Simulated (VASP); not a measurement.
The system is CdF2 (CdI2 type).

```
Cd F
1.0
     3.16559    0.00000    0.00000
    -1.58280    2.74148    0.00000
     0.00000    0.00000    5.06495
Cd F
1 2
Direct
  0.00000 0.00000 0.00000
  0.33333 0.66667 0.25000
  0.66667 0.33333 0.75000
```

```yaml
Program: VASP 6.6.1
Task: relaxation of cell and atoms
Functional: PBE
Potentials_or_basis: VASP PAW PBE potentials, release 64 (Cd, F)
Cutoff: 600 eV
k_mesh: 13 × 13 × 7
Occupations: fermi-dirac, width 0.05 eV
Spin: no spin polarisation
```

At the start: pressure 10.8 GPa; volume 14.65 Å³/atom.

Problem. Where does the relaxation end?

Solution. Over 22 steps the energy falls by 180.0 meV/atom and the volume is 17.05 Å³/atom (+16.4 %); space group P-3m1 (No. 164, to 0.1 Å) before and after.

The path:
| step | energy change (eV) | largest force (eV/Å) | pressure (GPa) | volume (Å³) |
| --- | --- | --- | --- | --- |
| 1 | 0.0000 | 0.0172 | 10.84 | 43.96 |
| 2 | -0.2802 | 1.0162 | -2.66 | 50.49 |
| 3 | -0.2802 | 1.0066 | -2.53 | 50.40 |
| 4 | -0.4339 | 0.6812 | -2.12 | 50.67 |
| 5 | -0.5271 | 0.2144 | -2.21 | 50.82 |
| 6 | -0.5291 | 0.1501 | 2.34 | 48.56 |
| 7 | -0.5383 | 0.0316 | 0.06 | 49.61 |
| 8 | -0.5383 | 0.0281 | 0.12 | 49.59 |
| 9 | -0.5385 | 0.0240 | 0.11 | 49.65 |
| 10 | -0.5389 | 0.0118 | 0.13 | 49.84 |
| 11 | -0.5393 | 0.0103 | 0.10 | 50.22 |
| 12 | -0.5394 | 0.0217 | 0.14 | 50.40 |
| 13 | -0.5396 | 0.0022 | -0.06 | 50.62 |
| 14 | -0.5396 | 0.0087 | -0.18 | 50.74 |
| 15 | -0.5397 | 0.0104 | -0.18 | 50.80 |
| 16 | -0.5400 | 0.0166 | -0.14 | 50.97 |
| 17 | -0.5400 | 0.0282 | -0.06 | 51.33 |
| 18 | -0.5401 | 0.0222 | -0.09 | 51.17 |
| 19 | -0.5401 | 0.0090 | 0.03 | 51.10 |
| 20 | -0.5401 | 0.0079 | 0.04 | 51.09 |
| 21 | -0.5401 | 0.0066 | 0.04 | 51.11 |
| 22 | -0.5401 | 0.0029 | 0.00 | 51.15 |

Final structure:
```
Cd F
1.0
     3.55683    0.00000    0.00000
    -1.77841    3.08030    0.00000
     0.00000    0.00000    4.66835
Cd F
1 2
Direct
  0.00000 0.00000 0.00000
  0.33333 0.66667 0.21471
  0.66667 0.33333 0.78529
```

Caveat: the volume moved by over 15 % at a fixed basis, so the end points are rough.
